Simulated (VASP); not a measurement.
Wanted: the native input for a VASP 6.6.1 run.

```yaml
Task: single point
Functional: LDA
Potentials_or_basis: VASP PAW LDA potentials, release 64 (Tl_d)
Cutoff: 520 eV
k_mesh: 11 × 11 × 6
Occupations: gaussian, width 0.01 eV
Spin: no spin polarisation
Dipole_correction: no
Further_INCAR_settings: ALGO = Normal; EDIFF = 1e-06; NBANDS = 20
```

The structure of Tl lies in POSCAR:

```
Tl
1.0
    3.4014029632      0.0000000000      0.0000000000
   -1.7007014816      2.9457013746      0.0000000000
    0.0000000000      0.0000000000      5.4430041633
Tl
2
Direct
    0.3333333333      0.6666666667      0.2500000000
    0.6666666667      0.3333333333      0.7500000000
```

These files were run (other wordings do the same):

INCAR

```
SYSTEM = Tl
PREC     = Accurate       ! precision mode
ENCUT    = 520            ! plane-wave cutoff, eV
EDIFF    = 1E-6           ! SCF threshold, eV
ISMEAR   = 0              ! smearing method
SIGMA    = 0.01           ! smearing width, eV
LREAL    = .FALSE.        ! projectors in reciprocal space
LASPH    = .TRUE.         ! aspherical terms in the spheres
NELM     = 80             ! most SCF steps
ALGO     = Normal         ! electronic algorithm
ISIF     = 2              ! what is computed and relaxed
LWAVE    = .FALSE.        ! write WAVECAR
LCHARG   = .FALSE.        ! write CHGCAR
GGA      = CA             ! functional
NBANDS   = 20             ! bands
```

KPOINTS

```
regular mesh
0
G
  11 11 6
  0 0 0
```

Potentials or basis: VASP PAW LDA potentials, release 64 (Tl_d).

Command:

```bash
$ cat potpaw_LDA.64/Tl_d/POTCAR > POTCAR
$ mpirun -np 1 vasp_std > vasp.out
```

It gave:

```yaml
Pressure: 0.1 GPa
Band_gap_on_the_k_mesh: zero (bands 13 and 14 overlap by 5.97 eV)
```

Caveat: spin-orbit coupling is left out, which moves the levels of the heavy elements.

Wall time 31 s on 1 thread of Intel(R) Xeon(R) Platinum 8488C (Sapphire Rapids) (shared host), peak memory 0.19 GiB.
